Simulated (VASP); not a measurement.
Here is a VASP 6.6.1 calculation.

Contents of INCAR:

```
SYSTEM = InAs
PREC = Accurate
ENCUT = 520
EDIFF = 1E-7
ISMEAR = -1
SIGMA = 0.1
LREAL = .False.
LASPH = .True.
NELM = 80
ALGO = Normal
ISIF = 2
LWAVE = .False.
LCHARG = .True.
GGA = PS
LELF = .True.
LVHAR = .True.
NBANDS = 16
```

KPOINTS

```
Automatic mesh
0
Gamma
  12 12 12
  0 0 0
```

The input POSCAR:

```
InAs
1.0
    0.0000000000      3.0439245815      3.0439245815
    3.0439245815      0.0000000000      3.0439245815
    3.0439245815      3.0439245815      0.0000000000
In As
1 1
Direct
    0.0000000000      0.0000000000      0.0000000000
    0.7500000000      0.7500000000      0.7500000000
```

Potentials or basis: VASP PAW PBE potentials, release 64 (In_d, As).

Launch:

```bash
$ cat potpaw_PBE.64/In_d/POTCAR potpaw_PBE.64/As/POTCAR > POTCAR
$ mpirun -np 1 vasp_std > vasp.out
```

(1) Estimate the band gap on the k mesh.

(2) Predict the pressure.

Results:

(1) zero (filled and empty bands touch).

(2) 0.1 GPa.

Caveat: the PAW data sets were made with another functional, which shifts forces and pressure a little; spin-orbit coupling is left out, which moves the levels of the heavy elements.
